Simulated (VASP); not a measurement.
Input of a VASP 6.6.1 run:

The input INCAR:

```
PREC = Accurate
ENCUT = 520
EDIFF = 1E-7
ISMEAR = 0
SIGMA = 0.1
LREAL = F
LASPH = T
NELM = 60
ALGO = Fast
ISIF = 2
LWAVE = F
LCHARG = T
GGA = PE
LELF = T
LVHAR = T
NBANDS = 36
```

Contents of KPOINTS:

```
regular mesh
0
Gamma
  6 6 2
```

File POSCAR:

```
NiMoIrPdW
1.0
    2.7661650553      0.0000000000      0.0000000000
   -1.3830825276      2.3955692089      0.0000000000
    0.0000000000      0.0000000000     11.0229250000
Ni Mo Pd Ir W
1 1 1 1 1
Direct
    0.3333333333      0.6666666667      0.5971200000
    0.0000000000      0.0000000000      0.4107420000
    0.6666666667      0.3333333333      0.7951950000
    0.6666666667      0.3333333333      0.1995980000
    0.3333333333      0.6666666667      0.9973440000
```

Potentials or basis: VASP PAW PBE potentials, release 64 (Ni, Mo_sv, Pd, Ir, W_sv).

Command:

```bash
$ cat potpaw_PBE.64/Ni/POTCAR potpaw_PBE.64/Mo_sv/POTCAR potpaw_PBE.64/Pd/POTCAR potpaw_PBE.64/Ir/POTCAR potpaw_PBE.64/W_sv/POTCAR > POTCAR
$ mpirun -np 1 vasp_std > vasp.out
```

Estimate the largest force.

0.435 eV/Å.

Predict the band gap on the k mesh.

zero (an odd number of electrons rules out a gap without spin polarisation).

Stress tensor (GPa, compression positive):
```
 0.43  0.00  0.00
 0.00  0.43  0.00
 0.00  0.00 -0.71
```

Caveat: the k points lie up to 0.44 Å⁻¹ apart, too coarse for converged energies and pressures of a metal; spin-orbit coupling is left out, which moves the levels of the heavy elements. Spin polarisation is off, so any magnetic state and its effect on volume and gap are missing.
